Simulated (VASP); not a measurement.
# BaS (P-6m2) in VASP: single point with HSE06

Aim: the single point of BaS with HSE06.

Program: VASP 6.6.1. These are calculated values, not measurements. Logs are shortened: lines on timing, memory, paths and dates and some standing lists are left out, and cuts for length are marked.

## (1) The cell of the first run

It takes space group P-6m2 (No. 187, hexagonal). Conventional cell: a = 4.366 Å, b = 4.366 Å, c = 3.978 Å, α = 90.00°, β = 90.00°, γ = 120.00°. Within 4.2 Å of Ba (site symmetry -6m2) lie 6 S at 3.21 Å and 2 Ba at 3.98 Å. Within 4.2 Å of S (site symmetry -6m2) lie 6 Ba at 3.21 Å and 2 S at 3.98 Å.

## (2) Single point, HSE06

File POSCAR:

```
BaS
1.0
    4.3657349495      0.0000000000      0.0000000000
   -2.1828674748      3.7808373724      0.0000000000
    0.0000000000      0.0000000000      3.9780918227
Ba S
1 1
Direct
    0.0000000000      0.0000000000      0.5000000000
    0.6666666667      0.3333333333      0.0000000000
```

File INCAR.step1:

```
SYSTEM = BaS
PREC = Accurate ; ENCUT = 520
EDIFF = 1E-5 ; ISMEAR = 0
SIGMA = 0.02 ; LREAL = .FALSE.
LASPH = .TRUE. ; NELM = 60
ALGO = Normal ; ISIF = 2
LWAVE = .TRUE. ; LCHARG = .FALSE.
GGA = PE ; NBANDS = 15
LUSENCCL = .FALSE.
```

File INCAR.step2:

```
SYSTEM = BaS
PREC = Accurate ; ENCUT = 520
EDIFF = 1E-7 ; ISMEAR = 0
SIGMA = 0.02 ; LREAL = .FALSE.
LASPH = .TRUE. ; NELM = 60
ALGO = Normal ; ISIF = 2
LWAVE = .FALSE. ; LCHARG = .FALSE.
GGA = PE ; LHFCALC = .TRUE.
HFSCREEN = 0.2079 ; PRECFOCK = Normal
ISTART = 1 ; NBANDS = 15
LUSENCCL = .FALSE.
```

File KPOINTS:

```
regular mesh
0
G
  6 6 4
  0 0 0
```

Potentials or basis: VASP PAW PBE potentials, release 64 (Ba_sv, S).

The run is started by

```console
> cat potpaw_PBE.64/Ba_sv/POTCAR potpaw_PBE.64/S/POTCAR > POTCAR
> cp INCAR.step1 INCAR
> mpirun -np 1 vasp_std > vasp.out
> cp INCAR.step2 INCAR
> mpirun -np 1 vasp_std > vasp.out
```

OUTCAR:

```text
SYSTEM = BaS
   PREC = Accurate
   ENCUT = 520
   EDIFF = 1E-7
   ISMEAR = 0
   LREAL = .FALSE.
   LASPH = .TRUE.
   NELM = 60
   ISIF = 2
   GGA = PE
   LHFCALC = .TRUE.
   HFSCREEN = 0.2079
   PRECFOCK = Normal
   ISTART = 1

 ion  position               nearest neighbor table
   1  0.000  0.000  0.500-   2 3.21   2 3.21   2 3.21   2 3.21   2 3.21   2 3.21
   2  0.667  0.333  0.000-   1 3.21   1 3.21   1 3.21   1 3.21   1 3.21   1 3.21

  LATTYP: Found a hexagonal cell.
 ALAT       =     4.3657349495
 C/A-ratio  =     0.9112078192

  Lattice vectors:

 A1 = (   4.3657349495,   0.0000000000,   0.0000000000)
 A2 = (  -2.1828674748,   3.7808373724,   0.0000000000)
 A3 = (   0.0000000000,   0.0000000000,   3.9780918227)

Analysis of symmetry for initial positions (statically):
=====================================================================
 Subroutine PRICEL returns:
 Original cell was already a primitive cell.

 Routine SETGRP: Setting up the symmetry group for a
 hexagonal supercell.

 Subroutine GETGRP returns: Found 12 space group operations
 (whereof 12 operations were pure point group operations)
 out of a pool of 24 trial point group operations.

The static configuration has the point symmetry D_3h.

Analysis of symmetry for dynamics (positions and initial velocities):
=====================================================================
 Subroutine PRICEL returns:
 Original cell was already a primitive cell.

 Routine SETGRP: Setting up the symmetry group for a
 hexagonal supercell.

 Subroutine GETGRP returns: Found 12 space group operations
 (whereof 12 operations were pure point group operations)
 out of a pool of 24 trial point group operations.

The dynamic configuration has the point symmetry D_3h.

 Subroutine INISYM returns: Found 12 space group operations
 (whereof 12 operations are pure point group operations),
 and found     1 'primitive' translations

----------------------------------------------------------------------------------------

                                     Primitive cell

  volume of cell :      65.6629

  direct lattice vectors                    reciprocal lattice vectors
     4.365734950  0.000000000  0.000000000     0.229056507  0.132245836 -0.000000000
    -2.182867475  3.780837372  0.000000000     0.000000000  0.264491672  0.000000000
     0.000000000  0.000000000  3.978091823     0.000000000 -0.000000000  0.251376802

  length of vectors
     4.365734950  4.365734949  3.978091823     0.264491672  0.264491672  0.251376802

  position of ions in fractional coordinates (direct lattice)
     0.000000000  0.000000000  0.500000000
     0.666666667  0.333333333  0.000000000

  ion indices of the primitive-cell ions
   primitive index   ion index
                 1           1
                 2           2

----------------------------------------------------------------------------------------

 KPOINTS: regular mesh

Automatic generation of k-mesh.
 Grid dimensions read from file:
 generate k-points for:    6    6    4

 Generating k-lattice:

  Cartesian coordinates                     Fractional coordinates (reciprocal lattice)
     0.038176085  0.022040973 -0.000000000     0.166666667 -0.000000000  0.000000000
     0.000000000  0.044081945  0.000000000     0.000000000  0.166666667  0.000000000
     0.000000000 -0.000000000  0.062844200     0.000000000  0.000000000  0.250000000

  Length of vectors
     0.044081945  0.044081945  0.062844200

  Shift w.r.t. Gamma in fractional coordinates (k-lattice)
     0.000000000  0.000000000  0.000000000

 Subroutine IBZKPT returns following result:
 ===========================================

 Found     21 irreducible k-points:

 Following reciprocal coordinates:
            Coordinates               Weight
  0.000000  0.000000  0.000000      1.000000
  0.166667  0.000000  0.000000      6.000000
  0.333333  0.000000  0.000000      6.000000
  0.500000  0.000000  0.000000      3.000000
  0.166667  0.166667  0.000000      6.000000
  0.333333  0.166667  0.000000     12.000000
[... 13 lines left out ...]
  0.333333  0.166667  0.500000     12.000000
  0.333333  0.333333  0.500000      2.000000
   k-points           NKPTS =     21   k-points in BZ     NKDIM =    144   number of bands    NBANDS=     15
   number of dos      NEDOS =    301   number of ions     NIONS =      2
   total plane-waves  NPLWV =  30720
   dimension x,y,z NGX =    32 NGY =   32 NGZ =   30
   dimension x,y,z NGXF=    64 NGYF=   64 NGZF=   60
   ions per type =               1   1
   NGX,Y,Z   is equivalent  to a cutoff of  12.19, 12.19, 12.54 a.u.
   NGXF,Y,Z  is equivalent  to a cutoff of  24.37, 24.37, 25.07 a.u.
 SYSTEM =  BaS
   PREC   = accura    normal or accurate (medium, high low for compatibility)
   ISTART =      1    job   : 0-new  1-cont  2-samecut
   ICHARG =      0    charge: 1-file 2-atom 10-const
   ISPIN  =      1    spin polarized calculation?
   LNONCOLLINEAR =      F non collinear calculations
   LSORBIT =      F    spin-orbit coupling
   LASPH  =      T    aspherical Exc in radial PAW
   ENCUT  =  520.0 eV  38.22 Ry    6.18 a.u.   8.12  8.12  7.40*2*pi/ulx,y,z
   NELM   =     60;   NELMIN=  2; NELMDL=  0     # of ELM steps
   EDIFF  = 0.1E-06   stopping-criterion for ELM
   LREAL  =      F    real-space projection
   EDIFFG = 0.1E-05   stopping-criterion for IOM
   NSW    =      0    number of steps for IOM
   IBRION =     -1    ionic relax: 0-MD 1-quasi-New 2-CG
   NFREE  =      0    steps in history (QN), initial steepest desc. (CG)
   ISIF   =      2    stress and relaxation
   ISYM   =      3    0-nonsym 1-usesym 2-fastsym
   POTIM  = 0.5000    time-step for ionic-motion
   TEBEG  =    0.0;   TEEND  =   0.0 temperature during run
   PSTRESS=    0.0 pullay stress
   NELECT =      16.0000    total number of electrons
   NUPDOWN=      -1.0000    fix difference up-down
   EMIN   =  10.00;   EMAX   =-10.00  energy-range for DOS
   EFERMI =   0.00;   METHOD = LEGACY
   ISMEAR =     0;   SIGMA  =   0.02  broadening in eV -4-tet -1-fermi 0-gaus
   EFERMI_NEDOS =   21; number of points for ismear=-14 and -15
   IALGO  =     38    algorithm
   IMIX   =      1    mixing-type and parameters
     AMIX     =   0.40;   BMIX     =  1.00
     AMIX_MAG =   1.60;   BMIX_MAG =  1.00
  volume/ion in A,a.u.               =      32.83       221.56
  Fermi-wavevector in a.u.,A,eV,Ry     =   1.022527  1.932296 14.225726  1.045561
  Thomas-Fermi vector in A             =   2.156211
   LORBIT       =      0    0 simple, 1 ext, 2 COOP (PROOUT), +10 PAW based schemes
   GGA     = PE    functional components
   LHFCALC =     T    Hartree Fock is set to
   PRECFOCK=normal    Normal, Fast or Accurate (Low or Medium for compatibility)
   ENCUT4O =  -1.0   cutoff for four orbital integrals eV
   NKREDX  =     1    reduce k-point grid by
   NKREDY  =     1    reduce k-point grid by
   NKREDZ  =     1    reduce k-point grid by
   AEXX    =    0.2500 exact exchange contribution
   HFSCREEN=    0.2079 screening length (either q_TF or 0.3 A-1)
   HFSCREENC=   0.2079 screening length for correlation (either q_TF or 0.3 A-1)
   ENCUTFOCK=  -1.0 apply spherical cutoff to Coloumb kernel
   IVDW    =     0    specifies the selected vdW correction
   LEPSILON=     F    determine dielectric tensor
   LRPA    =     F    only Hartree local field effects (RPA)
 non-spin polarized calculation
 Gauss-broadening in eV      SIGMA  =   0.02
  energy-cutoff  :      520.00
  volume of cell :       65.66
 maximum number of plane-waves:      1790
  NGX = 28; NGY = 28; NGZ = 24

 number of electron      16.0000002 magnetization

 Free energy of the ion-electron system (eV)
  ---------------------------------------------------
  ext. energy  EPLUGINS =         0.00000000
  ---------------------------------------------------
  free energy    TOTEN  =       -11.25562431 eV

  energy without entropy =      -11.25562431  energy(sigma->0) =      -11.25562431

 E-fermi :   1.3455     XC(G=0):  -7.1556

 val. band max:        1.2381040216   @ k =   0.0000   0.0000   0.0000
 cond. band min:       4.1438475187   @ k =   0.0000   0.0000   0.0000
 fundamental gap:      2.9057434970
 Fermi energy:         1.3455371647

 k-point     1 :       0.0000    0.0000    0.0000
  band No.  band energies     occupation
      1     -27.2671      2.00000
      2     -11.2586      2.00000
      3     -11.2586      2.00000
      4     -11.1132      2.00000
      5     -10.5803      2.00000
      6       0.3953      2.00000
      7       0.3953      2.00000
      8       1.2381      2.00000
      9       4.1438      0.00000
     10       5.2076      0.00000
     11       7.9060      0.00000
     12       7.9060      0.00000
     13       8.8742      0.00000
     14       8.8742      0.00000
     15      11.1469      0.00000

 k-point     2 :       0.1667    0.0000    0.0000
  band No.  band energies     occupation
      1     -27.2548      2.00000
      2     -11.7348      2.00000
      3     -11.2953      2.00000
      4     -11.0883      2.00000
      5     -10.1125      2.00000
      6      -0.0608      2.00000
      7       0.4940      2.00000
      8       1.0506      2.00000
      9       4.4489      0.00000
     10       6.1397      0.00000
     11       7.1183      0.00000
     12       8.0609      0.00000
     13       8.6504      0.00000
     14       8.9909      0.00000
     15      11.4476      0.00000
[... 311 lines left out ...]
      3     -11.6300      2.00000
      4     -11.3377      2.00000
      5     -10.0973      2.00000
      6      -0.7001      2.00000
      7      -0.4768      2.00000
      8       0.5612      2.00000
      9       5.7755      0.00000
     10       7.2399      0.00000
     11       9.0203      0.00000
     12       9.4720      0.00000
     13       9.9097      0.00000
     14      11.3707      0.00000
     15      11.6601      0.00000

 k-point    21 :       0.3333    0.3333    0.5000
  band No.  band energies     occupation
      1     -27.1496      2.00000
      2     -11.7813      2.00000
      3     -11.5829      2.00000
      4     -11.4691      2.00000
      5     -10.2739      2.00000
      6      -1.0307      2.00000
      7      -0.3519      2.00000
      8       0.8125      2.00000
      9       6.2688      0.00000
     10       7.7735      0.00000
     11       8.5675      0.00000
     12       9.3545      0.00000
     13      10.1891      0.00000
     14      11.2516      0.00000
     15      11.3368      0.00000

------------------------ aborting loop because EDIFF is reached ----------------------------------------

  FORCE on cell =-STRESS in cart. coord.  units (eV):
  Direction    XX          YY          ZZ          XY          YZ          ZX
  --------------------------------------------------------------------------------------
  -------------------------------------------------------------------------------------
  Total        0.0411540      0.0411540      0.0848243     -0.0000000      0.0000000      0.0000000
  in kB        1.0041601      1.0041601      2.0697151     -0.0000000      0.0000000      0.0000000
  external PRESSURE =       1.3593451 kB  Pullay stress =       0.0000000 kB

 VOLUME and BASIS-vectors are now :
 -----------------------------------------------------------------------------
  energy-cutoff  :      520.00
  volume of cell :       65.66
      direct lattice vectors                 reciprocal lattice vectors
     4.365734950  0.000000000  0.000000000     0.229056507  0.132245836 -0.000000000
    -2.182867475  3.780837372  0.000000000     0.000000000  0.264491672  0.000000000
     0.000000000  0.000000000  3.978091823     0.000000000 -0.000000000  0.251376802

 POSITION                                       TOTAL-FORCE (eV/Angst)
 -----------------------------------------------------------------------------------
      0.00000      0.00000      1.98905        -0.000000      0.000000      0.000000
      2.18287      1.26028      0.00000         0.000000      0.000000      0.000000
 -----------------------------------------------------------------------------------
    total drift:                                0.000000     -0.000000      0.000000

  FREE ENERGIE OF THE ION-ELECTRON SYSTEM (eV)
  ---------------------------------------------------
  free  energy   TOTEN  =       -11.2556243126 eV

  energy  without entropy=      -11.2556243126  energy(sigma->0) =      -11.25562431
```

Run time: 16 min. Hardware: 1 × NVIDIA H100 80GB with 1 thread of AMD EPYC 7R13 (Zen 3), shared host; peak memory 1.2 GiB.

Results:

* Free energy: -11.2556 eV
* Pressure: 0.1 GPa
* Band gap on the k mesh: 2.91 eV, direct

Stress tensor (GPa, compression positive):
```
0.10 0.00 0.00
0.00 0.10 0.00
0.00 0.00 0.21
```

Levels at points of the mesh, in eV from the valence-band top:
```
           k point  band 6  band 7  band 8  band 9  band 10  band 11
(0.00, 0.00, 0.00)   -0.84   -0.84    0.00    2.91     3.97     6.67
(0.50, 0.00, 0.00)   -2.14   -0.69   -0.48    3.09     6.46     6.88
(0.00, 0.00, 0.50)   -2.58   -0.70   -0.70    4.89     4.89     5.80
(0.50, 0.00, 0.50)   -1.77   -1.35   -1.34    4.54     5.93     8.05
```

Caveat: the PAW data sets were made with another functional, which shifts forces and pressure a little; spin-orbit coupling is left out, which moves the levels of the heavy elements.
